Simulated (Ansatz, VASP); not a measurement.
**GeWCl3 in VASP and in Ansatz**

```
Ge W Cl
1.0
     5.37999    0.00000    0.00000
     0.00000    5.37999    0.00000
     0.00000    0.00000    5.64518
Ge W Cl
1 1 3
Direct
  0.00000 0.00000 0.44753
  0.50000 0.50000 0.36910
  0.50000 0.00000 0.38606
  0.00000 0.00000 0.84922
  0.00000 0.50000 0.38606
```

Change from the starting cell: species swapped into the KAgCl3 type (P4mm, No. 99).

Alike in both runs: functional PBE; k mesh 4 × 4 × 4; occupations gaussian, width 0.1 eV; collinear spin.

Ansatz relaxed the structure, and its values are those at the end. VASP's run is a single point on that final structure, the one shown.

|  | VASP | Ansatz |
| --- | --- | --- |
| version | VASP 6.6.1 | Ansatz 0.2.0 |
| potentials or method | VASP PAW PBE potentials, release 64 (Ge_d, W_sv, Cl), cutoff 520 eV | scalar-relativistic, plane waves, PAW |
| valence electrons in the cell | 49 | 49 |

|  | VASP | Ansatz | Ansatz less VASP |
| --- | --- | --- | --- |
| gap on the k mesh at the Fermi level (eV) | none | none | - |
| pressure (GPa) | 0.0 | 0.0 | +0.01 |
| rms of the force components (eV/Å) | 0.012 | 0.009 | -0.0023 |
| net moment per atom (μB) | 0.95 | 0.95 | 0.000 |
| size of the moment on the site where the two differ most (μB) | 3.28 | 2.90 | -0.383 |

Site moments also hang on the region over which each program counts them. A gap of «none» marks a metal or a gap that the smearing closes. Ansatz's warnings: no starting moments.

Spin-orbit coupling is off throughout.
